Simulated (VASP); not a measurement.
Input of a VASP 6.6.1 run:

File INCAR:

```
ALGO     = Normal         # electronic algorithm
EDIFF    = 1E-6           # SCF threshold, eV
ENCUT    = 520            # plane-wave cutoff, eV
GGA      = PE             # functional
ISIF     = 2              # what is computed and relaxed
ISMEAR   = 0              # smearing method
LASPH    = T              # aspherical terms in the spheres
LCHARG   = F              # write CHGCAR
LREAL    = F              # projectors in reciprocal space
LWAVE    = F              # write WAVECAR
NBANDS   = 17             # bands
NELM     = 60             # most SCF steps
PREC     = Accurate       # precision mode
SIGMA    = 0.01           # smearing width, eV
```

Contents of KPOINTS:

```
k-points
0
Gamma
  8 8 8
```

The input POSCAR:

```
PbS
1.0
    0.0000000000      2.9705683257      2.9705683257
    2.9705683257      0.0000000000      2.9705683257
    2.9705683257      2.9705683257      0.0000000000
Pb S
1 1
Direct
    0.0000000000      0.0000000000      0.0000000000
    0.5000000000      0.5000000000      0.5000000000
```

Potentials or basis: VASP PAW PBE potentials, release 64 (Pb_d, S).

Command:

```sh
$ cat potpaw_PBE.64/Pb_d/POTCAR potpaw_PBE.64/S/POTCAR > POTCAR
$ mpirun -np 1 vasp_std > vasp.out
```

(1) What does it give for the pressure?

(2) Predict the band gap on the k mesh.

## Answers

(1) 1.8 GPa.

(2) 0.38 eV, direct.

Caveat: spin-orbit coupling is left out, which moves the levels of the heavy elements.
